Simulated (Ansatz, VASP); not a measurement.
**KTaO3 in VASP and in Ansatz**

The input INCAR:

```
  PREC = Accurate
  ENCUT = 520
  EDIFF = 1E-6
  ISMEAR = 0
  SIGMA = 0.02
  LREAL = False
  LASPH = True
  NELM = 60
  ALGO = Normal
  ISIF = 2
  LWAVE = False
  LCHARG = False
  GGA = PE
  NBANDS = 27
```

Contents of KPOINTS:

```
regular mesh
0
Gamma
  8 8 8
```

File POSCAR:

```
KTaO3
1.0
    3.9422652888      0.0000000000      0.0000000000
    0.0000000000      3.9422652888      0.0000000000
    0.0000000000      0.0000000000      3.9422652888
K Ta O
1 1 3
Direct
    0.0000000000      0.0000000000      0.0000000000
    0.5000000000      0.5000000000      0.5000000000
    0.5000000000      0.0000000000      0.5000000000
    0.5000000000      0.5000000000      0.0000000000
    0.0000000000      0.5000000000      0.5000000000
```

Input for Ansatz:

```yaml
crystal:
  lattice:
    - [3.9422652888, 0.0, 0.0]
    - [0.0, 3.9422652888, 0.0]
    - [0.0, 0.0, 3.9422652888]
  atoms:
    - { symbol: K, position: [0.0, 0.0, 0.0] }
    - { symbol: Ta, position: [0.5, 0.5, 0.5] }
    - { symbol: O, position: [0.5, 0.0, 0.5] }
    - { symbol: O, position: [0.5, 0.5, 0.0] }
    - { symbol: O, position: [0.0, 0.5, 0.5] }
basis:
  ecutwfc: 420
kpoints:
  mp_grid: { grid: [8, 8, 8] }
hamiltonian:
  xc: pbe
scf:
  occupations: { method: gaussian, width: 0.02 }
output:
  forces: true
  stress: true
  eigenvalues: true
```

Alike in both runs: task single point; functional PBE; k mesh 8 × 8 × 8; occupations gaussian, width 0.02 eV; no spin polarisation.

|  | VASP | Ansatz |
| --- | --- | --- |
| version | VASP 6.6.1 | Ansatz 0.2.0 |
| potentials or method | VASP PAW PBE potentials, release 64 (K_sv, Ta_pv, O), cutoff 520 eV | scalar-relativistic, plane waves, PAW |
| valence electrons in the cell | 38 | 40 |

```csv
,VASP,Ansatz,Ansatz less VASP
gap on the k mesh at the Fermi level (eV),2.25,2.30,+0.050
least direct gap on the mesh (eV),2.85,2.89,+0.036
pressure (GPa),14.2,13.4,-0.82
```

VASP's potentials hold 38 valence electrons a cell and Ansatz's 40, so a difference there can come from the potentials and not from the codes.

Spin-orbit coupling is off throughout.
